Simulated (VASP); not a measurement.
Here is a VASP 6.6.1 calculation.

The input INCAR:

```
SYSTEM = W
PREC = Accurate
ENCUT = 520
EDIFF = 1E-7
ISMEAR = 0
SIGMA = 0.1
LREAL = .False.
LASPH = .True.
NELM = 100
ALGO = Fast
ISIF = 2
LWAVE = .False.
LCHARG = .True.
GGA = PE
LELF = .True.
LVHAR = .True.
NBANDS = 51
```

File KPOINTS:

```
regular mesh
0
Gamma
  6 6 1
  0 0 0
```

The input POSCAR:

```
W
1.0
    2.9662751619     -0.0000000025      0.0000000000
   -1.4831375788      2.5688696461      0.0000000000
    0.0000000000      0.0000000000     12.9863988785
W
6
Direct
    0.0000000000      0.0000000000      0.7500000000
    0.3333333333      0.6666666667      0.9172827694
    0.6666666667      0.3333333333      0.0827172306
    0.0000000000      0.0000000000      0.2500000000
    0.6666666667      0.3333333333      0.4172827694
    0.3333333333      0.6666666667      0.5827172306
```

Potentials or basis: VASP PAW PBE potentials, release 64 (W_sv).

The run is started by

```console
$ cat potpaw_PBE.64/W_sv/POTCAR > POTCAR
$ mpirun -np 1 vasp_std > vasp.out
```

(1) What does it give for the pressure?

(2) Estimate the band gap on the k mesh.

(3) What does it give for the largest force?

Results:

(1) 0.5 GPa.

(2) zero (bands 42 and 43 overlap by 0.77 eV).

(3) 0.012 eV/Å.

Caveat: the k points lie up to 0.48 Å⁻¹ apart, too coarse for converged energies and pressures of a metal; spin-orbit coupling is left out, which moves the levels of the heavy elements.
